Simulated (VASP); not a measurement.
Si2Ge:

```
Si Ge
1.0
     3.89932    0.00000    0.00000
    -1.94966    3.37691    0.00000
     0.00000    0.00000    9.55136
Si Ge
4 2
Direct
  0.66667 0.33333 0.16667
  0.33333 0.66667 0.83333
  0.66667 0.33333 0.41667
  0.00000 0.00000 0.75000
  0.33333 0.66667 0.08333
  0.00000 0.00000 0.50000
```

| Quantity | Value |
| --- | --- |
| Program | VASP 6.6.1 |
| Task | relaxation of cell and atoms |
| Functional | PBEsol |
| Potentials or basis | VASP PAW PBE potentials, release 64 (Si, Ge_d) |
| Cutoff | 600 eV |
| k mesh | 12 × 12 × 4 |
| Occupations | gaussian, width 0.1 eV |
| Spin | no spin polarisation |

At the start: pressure -0.4 GPa; volume 20.96 Å³/atom.

Problem. How do energy, volume and symmetry change on relaxing?

Solution. Over 4 steps the energy falls by 2.8 meV/atom and the volume is 20.85 Å³/atom (-0.5 %); space group P-3m1 (No. 164, to 0.1 Å) before and after.

Step by step:
```
step  energy change (eV)  largest force (eV/Å)  pressure (GPa)  volume (Å³)
   1              0.0000                0.4126           -0.44       125.77
   2             -0.0163                0.0051            0.21       124.73
   3             -0.0163                0.0182            0.14       124.77
   4             -0.0165                0.0010           -0.04       125.10
```

Final structure:
```
Si Ge
1.0
     3.89273    0.00000    0.00000
    -1.94637    3.37121    0.00000
     0.00000    0.00000    9.53305
Si Ge
4 2
Direct
  0.66667 0.33333 0.16875
  0.33333 0.66667 0.83139
  0.66667 0.33333 0.41459
  0.00000 0.00000 0.75195
  0.33333 0.66667 0.08357
  0.00000 0.00000 0.49977
```

Caveat: the PAW data sets were made with another functional, which shifts forces and pressure a little.
